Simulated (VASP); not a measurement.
Input of a VASP 6.6.1 run:

Contents of INCAR:

```
PREC = Accurate ; ENCUT = 520
EDIFF = 1E-6 ; ISMEAR = -1
SIGMA = 0.05 ; LREAL = Auto
LASPH = T ; NELM = 120
ALGO = Normal ; ISIF = 2
LWAVE = F ; LCHARG = T
GGA = PE ; LELF = T
LVHAR = T ; NBANDS = 72
GGA_COMPAT = F
```

Contents of KPOINTS:

```
Automatic mesh
0
Gamma
  1 1 1
```

POSCAR

```
H3C2N
1.0
    8.0517480000      0.0000000000      0.0000000000
    0.0000000000      8.0517480000      0.0000000000
    0.0000000000      0.0000000000      8.0517480000
C N H
12 6 18
Direct
    0.7116094542      0.8589066623      0.8777721310
    0.7438509005      1.0188967663      0.9505140995
    0.0845903275      0.4131525229      0.8966127604
    0.1817617740      0.2545658409      0.9447637954
    0.3146770117      0.5892136714      0.5306922174
    0.4111405374      0.5693049509      0.6824853436
    0.1940944997      0.9303321465      0.3010029623
    0.0773993424      0.9768313663      0.4444003960
    0.6916386355      0.1261341016      0.5267924431
    0.8118112986      0.2507654239      0.5537555323
    0.6386811907      0.5210297193      0.1827180880
    0.8056263062      0.5742976556      0.1392244268
    0.7487442478      1.1256313536      1.0505793276
    0.2396498251      0.1513335986      1.0216415119
    0.5035428332      0.5247556183      0.7820662048
    0.0057999828      1.0017700504      0.5747696028
    0.8983390936      0.3618965720      0.5685846104
    0.9478562916      0.5711803201      0.1585991017
    0.7357532799      0.8656257002      0.7553639284
    0.8057629225      0.7932314822      0.9551217947
    0.5999442606      0.8081847569      0.9052692658
   -0.0513801475      0.4431584297      0.8979789233
    0.1249418139      0.5102494514      0.9808304979
    0.1398578296      0.4177850574      0.7724285460
    0.3929457305      0.5584253258      0.4236347188
    0.2096439183      0.4877201820      0.5261466206
    0.2533487138      0.7144783965      0.5072935715
    0.2021300220      1.0207969748      0.1906542530
    0.3222281671      0.9221103293      0.3421368875
    0.1470488147      0.8171765932      0.2452635130
    0.7115349363      0.0473064979      0.6451518354
    0.5694912459      0.1625733940      0.5011955168
    0.7456641713      0.0977179117      0.4162822781
    0.5737015118      0.5451611253      0.0565839865
    0.6422953128      0.3951936896      0.2128730308
    0.6084765693      0.5819978469      0.2959357397
```

Potentials or basis: VASP PAW PBE potentials, release 64 (C, N, H).

The run is started by

```bash
$ cat potpaw_PBE.64/C/POTCAR potpaw_PBE.64/N/POTCAR potpaw_PBE.64/H/POTCAR > POTCAR
$ mpirun -np 1 vasp_gam > vasp.out
```

Problem. Estimate the largest force.

Solution. 6.500 eV/Å.

Problem. Predict the pressure.

Solution. 2.3 GPa.

Problem. Estimate the band gap on the k mesh.

Solution. 5.15 eV.

Forces in eV/Å, atoms in the order of the input:
```
C    3.316  1.184  3.033
C   -1.309  1.664  2.321
C    1.935 -1.443 -0.838
C   -4.598  4.563 -0.536
C   -2.041 -0.553 -0.303
C   -1.041  0.154 -2.114
C   -1.665  1.458  0.305
C   -0.070  0.127  2.500
C    0.779 -0.507  3.690
C   -2.035  0.689  0.551
C    0.032  1.963 -3.465
C   -0.462 -1.451  1.966
N    0.344 -0.612 -1.214
N    2.242 -2.760  0.972
N    0.999 -0.156  1.618
N    2.441 -1.139 -4.113
N    2.155  2.457  0.141
N    1.476  1.191 -0.025
H    0.956 -0.735 -3.514
H   -0.047 -0.694 -1.017
H   -3.186 -0.908  0.666
H    0.681 -1.863 -0.263
H    0.908  0.185 -0.054
H   -0.592  1.182 -0.297
H    0.153  0.162  0.028
H    1.146  1.440  0.221
H    0.646 -1.169  0.594
H   -0.479 -0.369  1.253
H    0.232 -0.247  0.439
H    0.015 -0.649  0.030
H   -0.726  0.220 -2.202
H   -1.671  0.870  0.194
H    0.756 -2.842 -2.953
H   -0.556 -0.393  1.964
H    0.162 -2.129 -0.091
H   -0.897  1.112  0.514
```

Caveat: the k points lie up to 0.78 Å⁻¹ apart.
